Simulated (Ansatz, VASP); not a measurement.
## SnO2: VASP beside Ansatz

POSCAR

```
SnO2
1.0
   -1.9930389013      1.9930389013      5.0844160105
    1.9930389013     -1.9930389013      5.0844160105
    1.9930389013      1.9930389013     -5.0844160105
Sn O
2 4
Direct
    0.7500000000      0.2500000000      0.5000000000
    0.0000000000      0.0000000000      0.0000000000
    0.7959402506      0.7959402506      0.0000000000
    0.9540597494      0.4540597494      0.5000000000
    0.2040597494      0.2040597494      0.0000000000
    0.5459402506      0.0459402506      0.5000000000
```

File INCAR.step1:

```
PREC = Accurate
ENCUT = 520
ISMEAR = 0
SIGMA = 0.01
LREAL = F
LASPH = T
NELM = 60
NBANDS = 35
GGA = PE
ALGO = Normal
EDIFF = 1E-4
LWAVE = T
LCHARG = F
```

Contents of INCAR.step2:

```
PREC = Accurate
ENCUT = 520
EDIFF = 1E-6
ISMEAR = 0
SIGMA = 0.01
LREAL = F
LASPH = T
NELM = 60
ALGO = Normal
ISIF = 2
LWAVE = F
LCHARG = F
METAGGA = R2SCAN
LMIXTAU = T
NBANDS = 35
ISTART = 1
```

Contents of KPOINTS:

```
regular mesh
0
Gamma
  10 10 10
```

Input for Ansatz:

```yaml
crystal:
  lattice:
    - [-1.9930389013, 1.9930389013, 5.0844160105]
    - [1.9930389013, -1.9930389013, 5.0844160105]
    - [1.9930389013, 1.9930389013, -5.0844160105]
  atoms:
    - { symbol: Sn, position: [0.75, 0.25, 0.5] }
    - { symbol: Sn, position: [0.0, 0.0, 0.0] }
    - { symbol: O, position: [0.7959402506, 0.7959402506, 0.0] }
    - { symbol: O, position: [0.9540597494, 0.4540597494, 0.5] }
    - { symbol: O, position: [0.2040597494, 0.2040597494, 0.0] }
    - { symbol: O, position: [0.5459402506, 0.0459402506, 0.5] }
kpoints:
  mp_grid: { grid: [10, 10, 10] }
  band_path:
    path:
      - [0.0, 0.0, 0.0]
      - [0.0, 0.0, 0.5]
      - [0.25, 0.25, 0.25]
      - [0.0, 0.5, 0.0]
      - [0.5, 0.5, -0.5]
      - [0.2884139887, 0.7115860113, -0.2884139887]
      - [-0.2884139887, 0.2884139887, 0.2884139887]
      - [-0.0768279775, 0.0768279775, 0.5]
      - [0.5, 0.5, -0.0768279775]
      - [0.260417, 0.322917, 0.208333]
    npoints: 1
hamiltonian:
  xc: r2scan
scf:
  occupations: { method: fixed }
  n_extra_bands: 5
output:
  forces: true
  stress: true
  eigenvalues: true
```

Change from the starting cell: hydrostatic strain -0.3%.

Alike in both runs: task single point; functional r2SCAN; k mesh 10 × 10 × 10; no spin polarisation.

|  | VASP | Ansatz |
| --- | --- | --- |
| version | VASP 6.6.1 | Ansatz 0.2.0 |
| potentials or method | VASP PAW PBE potentials, release 64 (Sn_d, O) | plane waves, PAW |
| plane-wave cutoff (eV) | 520 | 500 |
| occupations | gaussian, width 0.01 eV | fixed |
| valence electrons in the cell | 52 | 52 |

|  | VASP | Ansatz | Ansatz less VASP |
| --- | --- | --- | --- |
| gap on the k mesh at the Fermi level (eV) | 2.45 | 2.43 | -0.026 |
| pressure (GPa) | 2.8 | 1.7 | -1.05 |
| traceless stress, the component that is largest in VASP (GPa) | 0.13 | -0.15 | -0.275 |
| rms of the force components (eV/Å) | 0.020 | 0.000 | -0.0204 |

VASP's potentials were made for PBE, not for r2SCAN. Atom by atom the forces differ by 0.020 eV/Å (rms over components).
